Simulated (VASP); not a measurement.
# Li2O (Fm-3m) in VASP: single point with PBEsol

Aim: the single point of Li2O with PBEsol.

Everything below comes from runs of VASP 6.6.1. Logs are shortened: lines on timing, memory, paths and dates and some standing lists are left out, and cuts for length are marked.

### 1 The cell of the first run

Symmetry: Fm-3m, No. 225, cubic system. The conventional cell has a = 4.680 Å, b = 4.680 Å, c = 4.680 Å, α = 90.00°, β = 90.00°, γ = 90.00°. Li (site symmetry -43m) has 4 O at 2.03 Å and 6 Li at 2.34 Å within 2.7 Å. O (site symmetry m-3m) has 8 Li at 2.03 Å within 2.7 Å.

### 2 Single point, PBEsol (8.54 Å³/atom)

INCAR reads:

```
PREC = Accurate
ENCUT = 750
EDIFF = 1E-6
ISMEAR = -1
SIGMA = 0.03
LREAL = F
LASPH = T
NELM = 120
ALGO = Normal
ISIF = 2
LWAVE = F
LCHARG = F
GGA = PS
NBANDS = 13
GGA_COMPAT = F
```

KPOINTS reads:

```
regular mesh
0
Gamma
  9 9 9
```

POSCAR reads:

```
Li2O
1.0
    0.0000000000      2.3398916431      2.3398916431
    2.3398916431      0.0000000000      2.3398916431
    2.3398916431      2.3398916431      0.0000000000
Li O
2 1
Direct
    0.2500000000      0.2500000000      0.2500000000
    0.7500000000      0.7500000000      0.7500000000
    0.0000000000      0.0000000000      0.0000000000
```

Potentials or basis: VASP PAW PBE potentials, release 64 (Li_sv, O).

On the command line:

```console
$ cat potpaw_PBE.64/Li_sv/POTCAR potpaw_PBE.64/O/POTCAR > POTCAR
$ mpirun -np 1 vasp_std > vasp.out
```

OUTCAR:

```text
PREC = Accurate
   ENCUT = 750
   EDIFF = 1E-6
   ISMEAR = -1
   LREAL = F
   LASPH = T
   NELM = 120
   ISIF = 2
   GGA = PS

 ion  position               nearest neighbor table
   1  0.250  0.250  0.250-   3 2.03   3 2.03   3 2.03   3 2.03   2 2.34   2 2.34   2 2.34   2 2.34
                             2 2.34   2 2.34
   2  0.750  0.750  0.750-   3 2.03   3 2.03   3 2.03   3 2.03   1 2.34   1 2.34   1 2.34   1 2.34
                             1 2.34   1 2.34
   3  0.000  0.000  0.000-   2 2.03   2 2.03   2 2.03   1 2.03   2 2.03   1 2.03   1 2.03   1 2.03

  LATTYP: Found a face centered cubic cell.
 ALAT       =     4.6797832862

  Lattice vectors:

 A1 = (   0.0000000000,   2.3398916431,   2.3398916431)
 A2 = (   2.3398916431,   0.0000000000,   2.3398916431)
 A3 = (   2.3398916431,   2.3398916431,   0.0000000000)

Analysis of symmetry for initial positions (statically):
=====================================================================
 Subroutine PRICEL returns:
 Original cell was already a primitive cell.

 Routine SETGRP: Setting up the symmetry group for a
 face centered cubic supercell.

 Subroutine GETGRP returns: Found 48 space group operations
 (whereof 48 operations were pure point group operations)
 out of a pool of 48 trial point group operations.

The static configuration has the point symmetry O_h .

Analysis of symmetry for dynamics (positions and initial velocities):
=====================================================================
 Subroutine PRICEL returns:
 Original cell was already a primitive cell.

 Routine SETGRP: Setting up the symmetry group for a
 face centered cubic supercell.

 Subroutine GETGRP returns: Found 48 space group operations
 (whereof 48 operations were pure point group operations)
 out of a pool of 48 trial point group operations.

The dynamic configuration has the point symmetry O_h .

 Subroutine INISYM returns: Found 48 space group operations
 (whereof 48 operations are pure point group operations),
 and found     1 'primitive' translations

----------------------------------------------------------------------------------------

                                     Primitive cell

  volume of cell :      25.6222

  direct lattice vectors                    reciprocal lattice vectors
     0.000000000  2.339891643  2.339891643    -0.213685109  0.213685109  0.213685109
     2.339891643  0.000000000  2.339891643     0.213685109 -0.213685109  0.213685109
     2.339891643  2.339891643  0.000000000     0.213685109  0.213685109 -0.213685109

  length of vectors
[... 97 lines left out ...]
   EMIN   =  10.00;   EMAX   =-10.00  energy-range for DOS
   EFERMI =   0.00;   METHOD = LEGACY
   ISMEAR =    -1;   SIGMA  =   0.03  broadening in eV -4-tet -1-fermi 0-gaus
   EFERMI_NEDOS =   21; number of points for ismear=-14 and -15
   IALGO  =     38    algorithm
   IMIX   =      4    mixing-type and parameters
     AMIX     =   0.40;   BMIX     =  1.00
     AMIX_MAG =   1.60;   BMIX_MAG =  1.00
  volume/ion in A,a.u.               =       8.54        57.64
  Fermi-wavevector in a.u.,A,eV,Ry     =   1.271343  2.402490 21.991284  1.616314
  Thomas-Fermi vector in A             =   2.404281
   LORBIT       =      0    0 simple, 1 ext, 2 COOP (PROOUT), +10 PAW based schemes
   GGA     = PS    functional components
   LHFCALC =     F    Hartree Fock is set to
   AEXX    =    0.0000 exact exchange contribution
   IVDW    =     0    specifies the selected vdW correction
   LEPSILON=     F    determine dielectric tensor
   LRPA    =     F    only Hartree local field effects (RPA)
 non-spin polarized calculation
  energy-cutoff  :      750.00
  volume of cell :       25.62
 maximum number of plane-waves:      1243
 NGX is ok and might be reduce to    30
   NGX = 15   NGY = 15   NGZ = 15

 number of electron      11.9999996 magnetization

 Free energy of the ion-electron system (eV)
  ---------------------------------------------------
  ext. energy  EPLUGINS =         0.00000000
  ---------------------------------------------------
  free energy    TOTEN  =       -14.73565850 eV

  energy without entropy =      -14.73565850  energy(sigma->0) =      -14.73565850

 E-fermi :   1.6077     XC(G=0):  -9.7565

 val. band max:        1.0219786256   @ k =   0.0000   0.0000   0.0000
 cond. band min:       5.8706963721   @ k =   0.4444   0.4444   0.0000
 fundamental gap:      4.8487177465
 Fermi energy:         1.6077450105

 k-point     1 :       0.0000    0.0000    0.0000
  band No.  band energies     occupation
      1     -41.3226      2.00000
      2     -41.0136      2.00000
      3     -14.2695      2.00000
      4       1.0220      2.00000
      5       1.0220      2.00000
      6       1.0220      2.00000
      7       5.8998      0.00000
      8      12.6143      0.00000
      9      12.6143      0.00000
     10      12.6143      0.00000
     11      19.4571      0.00000
     12      19.4571      0.00000
     13      19.4571      0.00000
[... 354 lines left out ...]
  band No.  band energies     occupation
      1     -41.2054      2.00000
      2     -41.0985      2.00000
      3     -14.0076      2.00000
      4      -0.5401      2.00000
      5      -0.2790      2.00000
      6      -0.2790      2.00000
      7       5.8707      0.00000
      8      14.0158      0.00000
      9      14.0158      0.00000
     10      15.0240      0.00000
     11      16.0920      0.00000
     12      20.4195      0.00000
     13      23.8681      0.00000

 [... further k-points ...]

------------------------ aborting loop because EDIFF is reached ----------------------------------------

  FORCE on cell =-STRESS in cart. coord.  units (eV):
  Direction    XX          YY          ZZ          XY          YZ          ZX
  --------------------------------------------------------------------------------------
  -------------------------------------------------------------------------------------
  Total       -0.7576243     -0.7576243     -0.7576243     -0.0000000      0.0000000      0.0000000
  in kB      -47.3747845    -47.3747845    -47.3747845     -0.0000000      0.0000000      0.0000000
  external PRESSURE =     -47.3747845 kB  Pullay stress =       0.0000000 kB

 VOLUME and BASIS-vectors are now :
 -----------------------------------------------------------------------------
  energy-cutoff  :      750.00
  volume of cell :       25.62
      direct lattice vectors                 reciprocal lattice vectors
     0.000000000  2.339891643  2.339891643    -0.213685109  0.213685109  0.213685109
     2.339891643  0.000000000  2.339891643     0.213685109 -0.213685109  0.213685109
     2.339891643  2.339891643  0.000000000     0.213685109  0.213685109 -0.213685109

 POSITION                                       TOTAL-FORCE (eV/Angst)
 -----------------------------------------------------------------------------------
      1.16995      1.16995      1.16995         0.000000      0.000000      0.000000
      3.50984      3.50984      3.50984        -0.000000     -0.000000     -0.000000
      0.00000      0.00000      0.00000         0.000000      0.000000     -0.000000
 -----------------------------------------------------------------------------------
    total drift:                                0.000000     -0.000000      0.000000

  FREE ENERGIE OF THE ION-ELECTRON SYSTEM (eV)
  ---------------------------------------------------
  free  energy   TOTEN  =       -14.7356585004 eV

  energy  without entropy=      -14.7356585004  energy(sigma->0) =      -14.73565850
```

OSZICAR:

```text
N       E                     dE             d eps       ncg     rms          rms(c)
DAV:   1     0.549888472686E+02    0.54989E+02   -0.71309E+03   910   0.127E+03
DAV:   2    -0.104459682408E+02   -0.65435E+02   -0.62147E+02  1098   0.258E+02
DAV:   3    -0.162652726143E+02   -0.58193E+01   -0.57647E+01  1707   0.555E+01
DAV:   4    -0.163434795818E+02   -0.78207E-01   -0.78203E-01  1062   0.735E+00
DAV:   5    -0.163439384722E+02   -0.45889E-03   -0.45889E-03  1312   0.501E-01    0.697E+00
DAV:   6    -0.148025704202E+02    0.15414E+01   -0.75713E+00   980   0.142E+01    0.288E+00
DAV:   7    -0.147514021675E+02    0.51168E-01   -0.20630E-01  1120   0.308E+00    0.147E+00
DAV:   8    -0.147372906399E+02    0.14112E-01   -0.72377E-02   940   0.257E+00    0.423E-01
DAV:   9    -0.147354168716E+02    0.18738E-02   -0.59447E-03  1207   0.654E-01    0.124E-01
DAV:  10    -0.147356844244E+02   -0.26755E-03   -0.56967E-04  1065   0.205E-01    0.511E-02
DAV:  11    -0.147356580347E+02    0.26390E-04   -0.55820E-05  1205   0.793E-02    0.116E-02
DAV:  12    -0.147356585004E+02   -0.46570E-06   -0.55467E-06  1146   0.260E-02
   1 F= -.14735659E+02 E0= -.14735659E+02  d E =-.429668E-10
```

stdout:

```text
POSCAR found type information on POSCAR LiO
 POSCAR found :  2 types and       3 ions
 scaLAPACK will be used
 -----------------------------------------------------------------------------
|                                                                             |
|                                                                             |
|     You enforced a specific xc type in the INCAR file but a different       |
|     I HOPE YOU KNOW WHAT YOU ARE DOING!                                     |
|                                                                             |
 -----------------------------------------------------------------------------

 LDA part: xc-table for (Slater+PW92), standard interpolation
 POSCAR, INCAR and KPOINTS ok, starting setup
 FFT: planning ... GRIDC
 FFT: planning ... GRID_SOFT
 FFT: planning ... GRID
 WAVECAR not read
 entering main loop
```

Run time: 9.8 s. Hardware: 1 thread of Intel Xeon 6975P-C (Granite Rapids), shared host; peak memory 0.16 GiB.

What came out:

```yaml
Free_energy: -14.7357 eV
Pressure: -4.7 GPa
Band_gap_on_the_k_mesh: 4.85 eV (least direct gap 4.88 eV)
```

Levels at points of the mesh, in eV from the valence-band top:
| k point | band 4 | band 5 | band 6 | band 7 | band 8 | band 9 |
| --- | --- | --- | --- | --- | --- | --- |
| (0.00, 0.00, 0.00) | 0.00 | 0.00 | 0.00 | 4.88 | 11.59 | 11.59 |

Caveat: the cell stands under tension; the PAW data sets were made with another functional, which shifts forces and pressure a little; an odd mesh through Γ misses points on the zone boundary, where band edges can lie.
